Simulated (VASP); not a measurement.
WSe2, 3 atoms in the cell. The cell holds a slab with vacuum, 3 atoms: a = 3.270 Å, b = 3.270 Å, c = 16.661 Å, α = 90.00°, β = 90.00°, γ = 120.00°. 

| Quantity | Value |
| --- | --- |
| Program | VASP 6.6.1 |
| Task | single point |
| Functional | PBEsol |
| Potentials or basis | VASP PAW PBE potentials, release 64 (W_sv, Se) |
| Cutoff | 520 eV |
| k mesh | 12 × 12 × 2 |
| Occupations | gaussian, width 0.05 eV |
| Spin | no spin polarisation |
| Dipole correction | no |
| Further INCAR settings | ALGO = Normal; EDIFF = 1e-07; NBANDS = 20 |

Potentials or basis: VASP PAW PBE potentials, release 64 (W_sv, Se).

Command:

```sh
$ cat potpaw_PBE.64/W_sv/POTCAR potpaw_PBE.64/Se/POTCAR > POTCAR
$ mpirun -np 1 vasp_std > vasp.out
```

Hardware: 1 thread of Intel(R) Xeon(R) Platinum 8259CL CPU @ 2.50GHz (Skylake/Cascade Lake), on a shared host.

Q: How long does it take, and how much memory?

A: Run time: 2.3 min on 1 thread of Intel(R) Xeon(R) Platinum 8259CL CPU @ 2.50GHz (Skylake/Cascade Lake) (shared host), peak memory 0.31 GiB. Counts: scf iterations 22, k points 38.
